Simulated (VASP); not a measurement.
# ZrZn (Pm-3m) in VASP: a series of runs

Runs on ZrZn. Level: LDA. Tasks: single point, relaxation of cell and atoms.

All numbers are computed with VASP 6.6.1; they aren't measurements. Logs are shortened: lines on timing, memory, paths and dates and some standing lists are left out, and cuts for length are marked.

## (1) The cell of the first run

It takes space group Pm-3m (No. 221, cubic). The conventional cell has a = 3.261 Å, b = 3.261 Å, c = 3.261 Å, α = 90.00°, β = 90.00°, γ = 90.00°. Within 3.7 Å of Zr (site symmetry m-3m) lie 8 Zn at 2.82 Å and 6 Zr at 3.26 Å. Within 3.7 Å of Zn (site symmetry m-3m) lie 8 Zr at 2.82 Å and 6 Zn at 3.26 Å.

## (2) Single point, LDA

File INCAR:

```
SYSTEM = ZrZn
ALGO = Normal ; EDIFF = 1E-6
ENCUT = 520 ; ISIF = 2
ISMEAR = -1 ; LASPH = .TRUE.
LCHARG = .FALSE. ; LREAL = .FALSE.
LWAVE = .FALSE. ; NBANDS = 19
NELM = 100 ; PREC = Accurate
SIGMA = 0.15
```

File KPOINTS:

```
k-points
0
G
  12 12 12
  0 0 0
```

File POSCAR:

```
ZrZn
1.0
    3.2608278394      0.0000000000      0.0000000000
    0.0000000000      3.2608278394      0.0000000000
    0.0000000000      0.0000000000      3.2608278394
Zr Zn
1 1
Direct
    0.5000000000      0.5000000000      0.5000000000
    0.0000000000      0.0000000000      0.0000000000
```

Potentials or basis: VASP PAW LDA potentials, release 64 (Zr_sv, Zn).

Started as:

```console
$ cat potpaw_LDA.64/Zr_sv/POTCAR potpaw_LDA.64/Zn/POTCAR > POTCAR
$ mpirun -np 1 vasp_std > vasp.out
```

OUTCAR:

```text
SYSTEM = ZrZn
   EDIFF = 1E-6
   ENCUT = 520
   ISIF = 2
   ISMEAR = -1
   LASPH = .TRUE.
   LREAL = .FALSE.
   NELM = 100
   PREC = Accurate

 ion  position               nearest neighbor table
   1  0.500  0.500  0.500-   2 2.82   2 2.82   2 2.82   2 2.82   2 2.82   2 2.82   2 2.82   2 2.82

   2  0.000  0.000  0.000-   1 2.82   1 2.82   1 2.82   1 2.82   1 2.82   1 2.82   1 2.82   1 2.82

  LATTYP: Found a simple cubic cell.
 ALAT       =     3.2608278394

  Lattice vectors:

 A1 = (   3.2608278394,   0.0000000000,   0.0000000000)
 A2 = (   0.0000000000,   3.2608278394,   0.0000000000)
 A3 = (   0.0000000000,   0.0000000000,   3.2608278394)

Analysis of symmetry for initial positions (statically):
=====================================================================
 Subroutine PRICEL returns:
 Original cell was already a primitive cell.

 Routine SETGRP: Setting up the symmetry group for a
 simple cubic supercell.

 Subroutine GETGRP returns: Found 48 space group operations
 (whereof 48 operations were pure point group operations)
 out of a pool of 48 trial point group operations.

The static configuration has the point symmetry O_h .

Analysis of symmetry for dynamics (positions and initial velocities):
=====================================================================
 Subroutine PRICEL returns:
 Original cell was already a primitive cell.

 Routine SETGRP: Setting up the symmetry group for a
 simple cubic supercell.

 Subroutine GETGRP returns: Found 48 space group operations
 (whereof 48 operations were pure point group operations)
 out of a pool of 48 trial point group operations.

The dynamic configuration has the point symmetry O_h .

 Subroutine INISYM returns: Found 48 space group operations
 (whereof 48 operations are pure point group operations),
 and found     1 'primitive' translations

----------------------------------------------------------------------------------------

                                     Primitive cell

  volume of cell :      34.6724

  direct lattice vectors                    reciprocal lattice vectors
     3.260827839  0.000000000  0.000000000     0.306670591  0.000000000  0.000000000
     0.000000000  3.260827839  0.000000000     0.000000000  0.306670591  0.000000000
     0.000000000  0.000000000  3.260827839     0.000000000  0.000000000  0.306670591

  length of vectors
     3.260827839  3.260827839  3.260827839     0.306670591  0.306670591  0.306670591

  position of ions in fractional coordinates (direct lattice)
     0.500000000  0.500000000  0.500000000
     0.000000000  0.000000000  0.000000000

  ion indices of the primitive-cell ions
   primitive index   ion index
                 1           1
                 2           2

----------------------------------------------------------------------------------------

 KPOINTS: k-points

Automatic generation of k-mesh.
 Grid dimensions read from file:
 generate k-points for:   12   12   12

 Generating k-lattice:

  Cartesian coordinates                     Fractional coordinates (reciprocal lattice)
     0.025555883  0.000000000  0.000000000     0.083333333  0.000000000  0.000000000
     0.000000000  0.025555883  0.000000000     0.000000000  0.083333333  0.000000000
     0.000000000  0.000000000  0.025555883     0.000000000  0.000000000  0.083333333

  Length of vectors
     0.025555883  0.025555883  0.025555883

  Shift w.r.t. Gamma in fractional coordinates (k-lattice)
     0.000000000  0.000000000  0.000000000

 Subroutine IBZKPT returns following result:
 ===========================================

 Found     84 irreducible k-points:

 Following reciprocal coordinates:
            Coordinates               Weight
  0.000000  0.000000  0.000000      1.000000
  0.083333  0.000000  0.000000      6.000000
  0.166667  0.000000  0.000000      6.000000
  0.250000  0.000000  0.000000      6.000000
  0.333333  0.000000  0.000000      6.000000
  0.416667  0.000000  0.000000      6.000000
[... 16 lines left out ...]
  0.333333  0.333333  0.000000     12.000000
  0.416667  0.333333  0.000000     24.000000
 [... further k-points ...]
   k-points           NKPTS =     84   k-points in BZ     NKDIM =     84   number of bands    NBANDS=     19
   number of dos      NEDOS =    301   number of ions     NIONS =      2
   total plane-waves  NPLWV =  13824
   dimension x,y,z NGX =    24 NGY =   24 NGZ =   24
   dimension x,y,z NGXF=    48 NGYF=   48 NGZF=   48
   ions per type =               1   1
   NGX,Y,Z   is equivalent  to a cutoff of  12.24, 12.24, 12.24 a.u.
   NGXF,Y,Z  is equivalent  to a cutoff of  24.47, 24.47, 24.47 a.u.
 SYSTEM =  ZrZn
   PREC   = accura    normal or accurate (medium, high low for compatibility)
   ISTART =      0    job   : 0-new  1-cont  2-samecut
   ICHARG =      2    charge: 1-file 2-atom 10-const
   ISPIN  =      1    spin polarized calculation?
   LNONCOLLINEAR =      F non collinear calculations
   LSORBIT =      F    spin-orbit coupling
   LASPH  =      T    aspherical Exc in radial PAW
   ENCUT  =  520.0 eV  38.22 Ry    6.18 a.u.   6.06  6.06  6.06*2*pi/ulx,y,z
   NELM   =    100;   NELMIN=  2; NELMDL= -5     # of ELM steps
   EDIFF  = 0.1E-05   stopping-criterion for ELM
   LREAL  =      F    real-space projection
   EDIFFG = 0.1E-04   stopping-criterion for IOM
   NSW    =      0    number of steps for IOM
   IBRION =     -1    ionic relax: 0-MD 1-quasi-New 2-CG
   NFREE  =      0    steps in history (QN), initial steepest desc. (CG)
   ISIF   =      2    stress and relaxation
   ISYM   =      2    0-nonsym 1-usesym 2-fastsym
   POTIM  = 0.5000    time-step for ionic-motion
   TEBEG  =    0.0;   TEEND  =   0.0 temperature during run
   PSTRESS=    0.0 pullay stress
   NELECT =      24.0000    total number of electrons
   NUPDOWN=      -1.0000    fix difference up-down
   EMIN   =  10.00;   EMAX   =-10.00  energy-range for DOS
   EFERMI =   0.00;   METHOD = LEGACY
   ISMEAR =    -1;   SIGMA  =   0.15  broadening in eV -4-tet -1-fermi 0-gaus
   EFERMI_NEDOS =   21; number of points for ismear=-14 and -15
   IALGO  =     38    algorithm
   IMIX   =      4    mixing-type and parameters
     AMIX     =   0.40;   BMIX     =  1.00
     AMIX_MAG =   1.60;   BMIX_MAG =  1.00
  volume/ion in A,a.u.               =      17.34       116.99
  Fermi-wavevector in a.u.,A,eV,Ry     =   1.448163  2.736631 28.533803  2.097175
  Thomas-Fermi vector in A             =   2.566035
   LORBIT       =      0    0 simple, 1 ext, 2 COOP (PROOUT), +10 PAW based schemes
   GGA     = CA    functional components
   LHFCALC =     F    Hartree Fock is set to
   AEXX    =    0.0000 exact exchange contribution
   IVDW    =     0    specifies the selected vdW correction
   LEPSILON=     F    determine dielectric tensor
   LRPA    =     F    only Hartree local field effects (RPA)
 non-spin polarized calculation
  energy-cutoff  :      520.00
  volume of cell :       34.67
 maximum number of plane-waves:       968
   NGX = 13   NGY = 13   NGZ = 13

 number of electron      23.9999998 magnetization

 Free energy of the ion-electron system (eV)
  ---------------------------------------------------
  ext. energy  EPLUGINS =         0.00000000
  ---------------------------------------------------
  free energy    TOTEN  =       -11.81906251 eV

  energy without entropy =      -11.74349256  energy(sigma->0) =      -11.78127754

 E-fermi :   7.2859     XC(G=0): -12.0606

 val. band max:        7.2839296749   @ k =   0.5000   0.3333   0.0000
 cond. band min:       7.3197591956   @ k =   0.5000   0.1667   0.0833
 fundamental gap:      0.0358295207
 Fermi energy:         7.2859467481

 k-point     1 :       0.0000    0.0000    0.0000
  band No.  band energies     occupation
      1     -41.1915      2.00000
      2     -19.1815      2.00000
      3     -19.1815      2.00000
      4     -19.1815      2.00000
      5      -0.9026      2.00000
      6      -0.3325      2.00000
[... 11 lines left out ...]
     18      12.9910      0.00000
     19      19.4370      0.00000

 k-point     2 :       0.0833    0.0000    0.0000
  band No.  band energies     occupation
      1     -41.1887      2.00000
      2     -19.2162      2.00000
      3     -19.1787      2.00000
      4     -19.1787      2.00000
      5      -0.7758      2.00000
      6      -0.3218      2.00000
[... 11 lines left out ...]
     18      13.5498      0.00000
     19      19.8080      0.00000

 k-point     3 :       0.1667    0.0000    0.0000
  band No.  band energies     occupation
      1     -41.1811      2.00000
      2     -19.3097      2.00000
      3     -19.1710      2.00000
      4     -19.1710      2.00000
      5      -0.4176      2.00000
      6      -0.2925      2.00000
[... 11 lines left out ...]
     18      14.6278      0.00000
     19      19.1258      0.00000

 k-point     4 :       0.2500    0.0000    0.0000
  band No.  band energies     occupation
      1     -41.1706      2.00000
      2     -19.4350      2.00000
      3     -19.1604      2.00000
      4     -19.1604      2.00000
      5      -0.2521      2.00000
      6      -0.1781      2.00000
[... 11 lines left out ...]
     18      15.8463      0.00000
     19      17.9728      0.00000

 k-point     5 :       0.3333    0.0000    0.0000
  band No.  band energies     occupation
      1     -41.1601      2.00000
      2     -19.5575      2.00000
      3     -19.1498      2.00000
      4     -19.1498      2.00000
      5      -0.2114      2.00000
      6      -0.0882      2.00000
[... 11 lines left out ...]
     18      17.1341      0.00000
     19      17.1341      0.00000
[... 334 lines left out ...]
      2     -19.6068      2.00000
      3     -19.3766      2.00000
      4     -19.1190      2.00000
      5      -0.1967      2.00000
      6      -0.1736      2.00000
[... 11 lines left out ...]
     18      16.9092      0.00000
     19      17.9187      0.00000

 k-point    22 :       0.5000    0.2500    0.0000
  band No.  band energies     occupation
      1     -41.1297      2.00000
      2     -19.6374      2.00000
      3     -19.3725      2.00000
      4     -19.1159      2.00000
      5      -0.1879      2.00000
      6      -0.1871      2.00000
[... 11 lines left out ...]
     18      16.3865      0.00000
     19      17.9679      0.00000

 k-point    23 :       0.3333    0.3333    0.0000
  band No.  band energies     occupation
      1     -41.1299      2.00000
      2     -19.5117      2.00000
      3     -19.4960      2.00000
      4     -19.1157      2.00000
      5      -0.2341      2.00000
      6      -0.1932      2.00000
[... 11 lines left out ...]
     18      16.9281      0.00000
     19      17.4871      0.00000

 k-point    24 :       0.4167    0.3333    0.0000
  band No.  band energies     occupation
      1     -41.1225      2.00000
      2     -19.5872      2.00000
      3     -19.4904      2.00000
      4     -19.1073      2.00000
      5      -0.2597      2.00000
      6      -0.2175      2.00000
[... 11 lines left out ...]
     18      16.2594      0.00000
     19      17.1867      0.00000

 [... further k-points ...]

------------------------ aborting loop because EDIFF is reached ----------------------------------------

  FORCE on cell =-STRESS in cart. coord.  units (eV):
  Direction    XX          YY          ZZ          XY          YZ          ZX
  --------------------------------------------------------------------------------------
  -------------------------------------------------------------------------------------
  Total        0.0904509      0.0904509      0.0904509     -0.0000000     -0.0000000     -0.0000000
  in kB        4.1796492      4.1796492      4.1796492     -0.0000000     -0.0000000     -0.0000000
  external PRESSURE =       4.1796492 kB  Pullay stress =       0.0000000 kB

 VOLUME and BASIS-vectors are now :
 -----------------------------------------------------------------------------
  energy-cutoff  :      520.00
  volume of cell :       34.67
      direct lattice vectors                 reciprocal lattice vectors
     3.260827839  0.000000000  0.000000000     0.306670591  0.000000000  0.000000000
     0.000000000  3.260827839  0.000000000     0.000000000  0.306670591  0.000000000
     0.000000000  0.000000000  3.260827839     0.000000000  0.000000000  0.306670591

 POSITION                                       TOTAL-FORCE (eV/Angst)
 -----------------------------------------------------------------------------------
      1.63041      1.63041      1.63041         0.000000      0.000000      0.000000
      0.00000      0.00000      0.00000         0.000000      0.000000      0.000000
 -----------------------------------------------------------------------------------
    total drift:                                0.000000      0.000000     -0.000000

  FREE ENERGIE OF THE ION-ELECTRON SYSTEM (eV)
  ---------------------------------------------------
  free  energy   TOTEN  =       -11.8190625127 eV

  energy  without entropy=      -11.7434925616  energy(sigma->0) =      -11.78127754
```

Wall time 14 s (1 thread of Intel Xeon Platinum 8559C (Emerald Rapids), shared host); peak memory 0.16 GiB.

What came out:

* Free energy: -11.8191 eV
* Pressure: 0.4 GPa
* Band gap on the k mesh: zero (bands 12 and 13 overlap by 0.29 eV)

## (3) Relaxation of cell and atoms, LDA

File INCAR:

```
SYSTEM = ZrZn
PREC = Accurate
ENCUT = 600
EDIFF = 1E-6
ISMEAR = -1
SIGMA = 0.15
LREAL = .False.
LASPH = .True.
NELM = 80
ALGO = Fast
ISIF = 3
LWAVE = .False.
LCHARG = .False.
IBRION = 2
NSW = 80
EDIFFG = -0.001
```

File KPOINTS:

```
Automatic mesh
0
Gamma
  12 12 12
  0 0 0
```

File POSCAR:

```
ZrZn
1.0
    3.2600261349      0.0000000000      0.0000000000
    0.0000000000      3.2600261349      0.0000000000
    0.0000000000      0.0000000000      3.2600261349
Zr Zn
1 1
Direct
    0.5000000000      0.5000000000      0.5000000000
    0.0000000000      0.0000000000      0.0000000000
```

Potentials or basis: VASP PAW LDA potentials, release 64 (Zr_sv, Zn).

Started as:

```console
$ cat potpaw_LDA.64/Zr_sv/POTCAR potpaw_LDA.64/Zn/POTCAR > POTCAR
$ mpirun -np 1 vasp_std > vasp.out
```

It took 99 s on 1 thread of Intel Xeon Platinum 8559C (Emerald Rapids), shared host; peak memory 0.19 GiB.

The run converged. Its results:

* Free energy: -11.8189 eV
* Relaxed volume: 17.38 Å³/atom
* Relaxed cell: a = 3.264 Å, b = 3.264 Å, c = 3.264 Å, α = 90.00°, β = 90.00°, γ = 90.00°
* Space group after relaxing (to 0.1 Å): Pm-3m (No. 221)
* Energy gained by relaxing: 0.1 meV/atom
* Ionic steps: 5
* Pressure after relaxing: 0.0 GPa
* Band gap on the k mesh: zero (bands 12 and 13 overlap by 0.29 eV)

Step by step:
```tsv
step	energy change (eV)	largest force (eV/Å)	pressure (GPa)	volume (Å³)
1	0.0000	0.0000	0.50	34.65
2	0.0000	0.0000	-0.50	34.92
3	-0.0002	0.0000	-0.08	34.78
4	-0.0002	0.0000	-0.02	34.77
5	-0.0002	0.0000	-0.01	34.76
```

Final structure:
```cif
data_structure
_symmetry_space_group_name_H-M 'P 1'
_symmetry_Int_Tables_number 1
_cell_length_a 3.2635
_cell_length_b 3.2635
_cell_length_c 3.2635
_cell_angle_alpha 90.000
_cell_angle_beta 90.000
_cell_angle_gamma 90.000
_cell_volume 34.76
loop_
_atom_site_label
_atom_site_type_symbol
_atom_site_fract_x
_atom_site_fract_y
_atom_site_fract_z
_atom_site_occupancy
Zr1 Zr 0.50000 0.50000 0.50000 1
Zn1 Zn 0.00000 0.00000 0.00000 1
```

Levels at points of the mesh, in eV from the Fermi level:
```tsv
k point	band 9	band 10	band 11	band 12	band 13	band 14	band 15	band 16
(0.00, 0.00, 0.00)	-7.23	-7.23	-0.98	-0.98	3.67	3.67	3.67	5.69
(0.50, 0.00, 0.00)	-7.18	-4.31	-4.24	-0.71	0.65	0.65	3.73	5.46
(0.50, 0.50, 0.00)	-6.98	-4.61	-0.42	-0.21	-0.21	2.16	2.16	5.15
(0.50, 0.50, 0.50)	-6.97	-2.97	-2.97	-2.97	0.40	5.30	5.30	6.28
```
